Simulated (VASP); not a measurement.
# Eu (Im-3m) in VASP: single point with PBE

Aim: the single point of Eu with PBE.

All numbers are computed with VASP 6.6.1; they aren't measurements. Logs are shortened: lines on timing, memory, paths and dates and some standing lists are left out, and cuts for length are marked.

### 1 The cell of the first run

The structure is cubic, space group Im-3m (No. 229). Conventional cell: a = 4.388 Å, b = 4.388 Å, c = 4.388 Å, α = 90.00°, β = 90.00°, γ = 90.00°. Eu (site symmetry m-3m) has 14 Eu at 3.80 to 4.39 Å within 5.0 Å.

### 2 Single point, PBE, collinear spin, ferromagnetic start (42.26 Å³/atom)

INCAR

```
PREC = Accurate ; ENCUT = 520
EDIFF = 1E-6 ; ISMEAR = 0
SIGMA = 0.05 ; LREAL = False
LASPH = True ; NELM = 150
ALGO = Normal ; ISIF = 2
LWAVE = False ; LCHARG = False
ISPIN = 2 ; MAGMOM = 7.72
LORBIT = 11 ; LMAXMIX = 6
GGA = PE ; NBANDS = 18
```

KPOINTS

```
Automatic mesh
0
Gamma
  14 14 14
```

POSCAR

```
Eu
1.0
   -2.1942365859      2.1942365859      2.1942365859
    2.1942365859     -2.1942365859      2.1942365859
    2.1942365859      2.1942365859     -2.1942365859
Eu
1
Direct
    0.0000000000      0.0000000000      0.0000000000
```

Potentials or basis: VASP PAW PBE potentials, release 64 (Eu).

Launch:

```
cat potpaw_PBE.64/Eu/POTCAR > POTCAR
mpirun -np 1 vasp_std > vasp.out
```

OUTCAR:

```text
PREC = Accurate
   ENCUT = 520
   EDIFF = 1E-6
   ISMEAR = 0
   LREAL = False
   LASPH = True
   NELM = 150
   ISIF = 2
   ISPIN = 2
   LORBIT = 11
   GGA = PE

 ion  position               nearest neighbor table
   1  0.000  0.000  0.000-

  LATTYP: Found a body centered cubic cell.
 ALAT       =     4.3884731718

  Lattice vectors:

 A1 = (  -2.1942365859,   2.1942365859,   2.1942365859)
 A2 = (   2.1942365859,  -2.1942365859,   2.1942365859)
 A3 = (   2.1942365859,   2.1942365859,  -2.1942365859)

Analysis of symmetry for initial positions (statically):
=====================================================================
 Subroutine PRICEL returns:
 Original cell was already a primitive cell.

 Routine SETGRP: Setting up the symmetry group for a
 body centered cubic supercell.

 Subroutine GETGRP returns: Found 48 space group operations
 (whereof 48 operations were pure point group operations)
 out of a pool of 48 trial point group operations.

The static configuration has the point symmetry O_h .

Analysis of symmetry for dynamics (positions and initial velocities):
=====================================================================
 Subroutine PRICEL returns:
 Original cell was already a primitive cell.

 Routine SETGRP: Setting up the symmetry group for a
 body centered cubic supercell.

 Subroutine GETGRP returns: Found 48 space group operations
 (whereof 48 operations were pure point group operations)
 out of a pool of 48 trial point group operations.

The dynamic configuration has the point symmetry O_h .

Analysis of structural, dynamic, and magnetic symmetry:
=====================================================================
 Subroutine PRICEL returns:
 Original cell was already a primitive cell.

 Routine SETGRP: Setting up the symmetry group for a
 body centered cubic supercell.

 Subroutine GETGRP returns: Found 48 space group operations
 (whereof 48 operations were pure point group operations)
 out of a pool of 48 trial point group operations.

The overall configuration has the point symmetry O_h .

 Subroutine INISYM returns: Found 48 space group operations
 (whereof 48 operations are pure point group operations),
 and found     1 'primitive' translations

----------------------------------------------------------------------------------------

                                     Primitive cell

  volume of cell :      42.2581

  direct lattice vectors                    reciprocal lattice vectors
    -2.194236586  2.194236586  2.194236586     0.000000000  0.227869685  0.227869685
     2.194236586 -2.194236586  2.194236586     0.227869685  0.000000000  0.227869685
     2.194236586  2.194236586 -2.194236586     0.227869685  0.227869685  0.000000000

  length of vectors
     3.800529251  3.800529251  3.800529251     0.322256399  0.322256399  0.322256399

  position of ions in fractional coordinates (direct lattice)
     0.000000000  0.000000000  0.000000000

  ion indices of the primitive-cell ions
   primitive index   ion index
                 1           1

----------------------------------------------------------------------------------------

 KPOINTS: Automatic mesh

Automatic generation of k-mesh.
 Grid dimensions read from file:
 generate k-points for:   14   14   14

 Generating k-lattice:

  Cartesian coordinates                     Fractional coordinates (reciprocal lattice)
     0.000000000  0.016276406  0.016276406     0.071428571  0.000000000  0.000000000
     0.016276406  0.000000000  0.016276406     0.000000000  0.071428571  0.000000000
     0.016276406  0.016276406  0.000000000     0.000000000  0.000000000  0.071428571

  Length of vectors
     0.023018314  0.023018314  0.023018314

  Shift w.r.t. Gamma in fractional coordinates (k-lattice)
     0.000000000  0.000000000  0.000000000

 Subroutine IBZKPT returns following result:
 ===========================================

 Found    104 irreducible k-points:

 Following reciprocal coordinates:
            Coordinates               Weight
  0.000000  0.000000  0.000000      1.000000
  0.071429  0.000000  0.000000     12.000000
  0.142857  0.000000  0.000000     12.000000
  0.214286  0.000000  0.000000     12.000000
  0.285714  0.000000  0.000000     12.000000
  0.357143  0.000000  0.000000     12.000000
[... 16 lines left out ...]
  0.285714  0.285714  0.000000     24.000000
  0.357143  0.285714 -0.000000     24.000000
 [... further k-points ...]
   k-points           NKPTS =    104   k-points in BZ     NKDIM =    104   number of bands    NBANDS=     18
   number of dos      NEDOS =    301   number of ions     NIONS =      1
   total plane-waves  NPLWV =  21952
   dimension x,y,z NGX =    28 NGY =   28 NGZ =   28
   dimension x,y,z NGXF=    56 NGYF=   56 NGZF=   56
   ions per type =               1
   NGX,Y,Z   is equivalent  to a cutoff of  12.25, 12.25, 12.25 a.u.
   NGXF,Y,Z  is equivalent  to a cutoff of  24.50, 24.50, 24.50 a.u.
 SYSTEM =  unknown system
   PREC   = accura    normal or accurate (medium, high low for compatibility)
   ISTART =      0    job   : 0-new  1-cont  2-samecut
   ICHARG =      2    charge: 1-file 2-atom 10-const
   ISPIN  =      2    spin polarized calculation?
   LNONCOLLINEAR =      F non collinear calculations
   LSORBIT =      F    spin-orbit coupling
   LASPH  =      T    aspherical Exc in radial PAW
   ENCUT  =  520.0 eV  38.22 Ry    6.18 a.u.   7.07  7.07  7.07*2*pi/ulx,y,z
   NELM   =    150;   NELMIN=  2; NELMDL= -5     # of ELM steps
   EDIFF  = 0.1E-05   stopping-criterion for ELM
   LREAL  =      F    real-space projection
   EDIFFG = 0.1E-04   stopping-criterion for IOM
   NSW    =      0    number of steps for IOM
   IBRION =     -1    ionic relax: 0-MD 1-quasi-New 2-CG
   NFREE  =      0    steps in history (QN), initial steepest desc. (CG)
   ISIF   =      2    stress and relaxation
   ISYM   =      2    0-nonsym 1-usesym 2-fastsym
   POTIM  = 0.5000    time-step for ionic-motion
   TEBEG  =    0.0;   TEEND  =   0.0 temperature during run
   PSTRESS=    0.0 pullay stress
   NELECT =      17.0000    total number of electrons
   NUPDOWN=      -1.0000    fix difference up-down
   EMIN   =  10.00;   EMAX   =-10.00  energy-range for DOS
   EFERMI =   0.00;   METHOD = LEGACY
   ISMEAR =     0;   SIGMA  =   0.05  broadening in eV -4-tet -1-fermi 0-gaus
   EFERMI_NEDOS =   21; number of points for ismear=-14 and -15
   IALGO  =     38    algorithm
   IMIX   =      4    mixing-type and parameters
     AMIX     =   0.40;   BMIX     =  1.00
     AMIX_MAG =   1.60;   BMIX_MAG =  1.00
  volume/ion in A,a.u.               =      42.26       285.17
  Fermi-wavevector in a.u.,A,eV,Ry     =   1.208521  2.283774 19.871636  1.460524
  Thomas-Fermi vector in A             =   2.344127
   LORBIT       =     11    0 simple, 1 ext, 2 COOP (PROOUT), +10 PAW based schemes
   GGA     = PE    functional components
   LHFCALC =     F    Hartree Fock is set to
   AEXX    =    0.0000 exact exchange contribution
   IVDW    =     0    specifies the selected vdW correction
   LEPSILON=     F    determine dielectric tensor
   LRPA    =     F    only Hartree local field effects (RPA)
 spin polarized calculation
 Gauss-broadening in eV      SIGMA  =   0.05
  energy-cutoff  :      520.00
  volume of cell :       42.26
 maximum number of plane-waves:      1157
   NGX = 15   NGY = 15   NGZ = 15

 number of electron      16.9999992 magnetization       7.2317027

 Free energy of the ion-electron system (eV)
  ---------------------------------------------------
  ext. energy  EPLUGINS =         0.00000000
  ---------------------------------------------------
  free energy    TOTEN  =       -11.43856482 eV

  energy without entropy =      -11.43703212  energy(sigma->0) =      -11.43779847

 E-fermi :   2.0970     XC(G=0):  -8.8119

 val. band max:        2.0968305160   @ k =  -0.4286   0.5000   0.2143
 cond. band min:       2.1069469014   @ k =  -0.4286   0.5000   0.2857
 fundamental gap:      0.0101163854
 Fermi energy:         2.0969567261

 spin component 1

 k-point     1 :       0.0000    0.0000    0.0000
  band No.  band energies     occupation
      1     -39.5496      1.00000
      2     -18.1073      1.00000
      3     -18.1073      1.00000
      4     -18.1073      1.00000
      5      -2.2585      1.00000
      6       1.5759      1.00000
[... 10 lines left out ...]
     17       5.6307      0.00000
     18      11.5667      0.00000

 k-point     2 :       0.0714    0.0000    0.0000
  band No.  band energies     occupation
      1     -39.5479      1.00000
      2     -18.1301      1.00000
      3     -18.1145      1.00000
      4     -18.1073      1.00000
      5      -2.1406      1.00000
      6       1.5747      1.00000
[... 10 lines left out ...]
     17       5.6362      0.00000
     18      11.6788      0.00000
[... 442 lines left out ...]
 k-point    24 :       0.3571    0.2857   -0.0000
  band No.  band energies     occupation
      1     -39.5114      1.00000
      2     -18.4407      1.00000
      3     -18.3739      1.00000
      4     -18.1614      1.00000
      5       1.3427      1.00000
      6       1.5742      1.00000
[... 10 lines left out ...]
     17       7.4972      0.00000
     18       9.2162      0.00000

 [... further k-points ...]

 spin component 2

 k-point     1 :       0.0000    0.0000    0.0000
  band No.  band energies     occupation
      1     -36.4316      1.00000
      2     -15.7890      1.00000
      3     -15.7890      1.00000
      4     -15.7890      1.00000
      5      -1.5466      1.00000
      6       4.8870      0.00000
[... 10 lines left out ...]
     17       6.7173      0.00000
     18      12.5801      0.00000

 k-point     2 :       0.0714    0.0000    0.0000
  band No.  band energies     occupation
      1     -36.4294      1.00000
      2     -15.8182      1.00000
      3     -15.7979      1.00000
      4     -15.7891      1.00000
      5      -1.4230      1.00000
      6       4.7608      0.00000
[... 10 lines left out ...]
     17       6.8086      0.00000
     18      12.6976      0.00000
[... 442 lines left out ...]
 k-point    24 :       0.3571    0.2857   -0.0000
  band No.  band energies     occupation
      1     -36.3816      1.00000
      2     -16.2094      1.00000
      3     -16.1248      1.00000
      4     -15.8572      1.00000
      5       2.3204      0.00000
      6       2.9925      0.00000
[... 10 lines left out ...]
     17       8.8244      0.00000
     18      10.5349      0.00000

 [... further k-points ...]

------------------------ aborting loop because EDIFF is reached ----------------------------------------

  FORCE on cell =-STRESS in cart. coord.  units (eV):
  Direction    XX          YY          ZZ          XY          YZ          ZX
  --------------------------------------------------------------------------------------
  -------------------------------------------------------------------------------------
  Total       -0.0762033     -0.0762033     -0.0762033      0.0000000      0.0000000     -0.0000000
  in kB       -2.8891770     -2.8891770     -2.8891770      0.0000000      0.0000000     -0.0000000
  external PRESSURE =      -2.8891770 kB  Pullay stress =       0.0000000 kB

 VOLUME and BASIS-vectors are now :
 -----------------------------------------------------------------------------
  energy-cutoff  :      520.00
  volume of cell :       42.26
      direct lattice vectors                 reciprocal lattice vectors
    -2.194236586  2.194236586  2.194236586     0.000000000  0.227869685  0.227869685
     2.194236586 -2.194236586  2.194236586     0.227869685  0.000000000  0.227869685
     2.194236586  2.194236586 -2.194236586     0.227869685  0.227869685  0.000000000

 POSITION                                       TOTAL-FORCE (eV/Angst)
 -----------------------------------------------------------------------------------
      0.00000      0.00000      0.00000         0.000000     -0.000000     -0.000000
 -----------------------------------------------------------------------------------
    total drift:                               -0.000000     -0.000000     -0.000000

  FREE ENERGIE OF THE ION-ELECTRON SYSTEM (eV)
  ---------------------------------------------------
  free  energy   TOTEN  =       -11.4385648230 eV

  energy  without entropy=      -11.4370321239  energy(sigma->0) =      -11.43779847

 total charge

# of ion       s       p       d       f       tot
--------------------------------------------------
    1        2.085   5.711   0.289   6.647  14.732

 magnetization (x)

# of ion       s       p       d       f       tot
--------------------------------------------------
    1       -0.004  -0.097   0.118   6.644   6.661
```

Wall time 3.5 min (1 thread of Intel Xeon Platinum 8559C (Emerald Rapids), shared host); peak memory 0.27 GiB.

Results:

```
Free energy                                           : -11.4386 eV
Pressure                                              : -0.3 GPa
Net moment                                            : 7.23 μB per cell
Site moments                                          : Eu +6.66 μB
Valence electrons inside the program's atomic spheres : Eu 14.73
```

Caveat: spin-orbit coupling is left out, which moves the levels of the heavy elements; semilocal functionals describe open f shells poorly, which spoils levels, moments and volumes. The state reached can hang on the start; a lower one may exist.
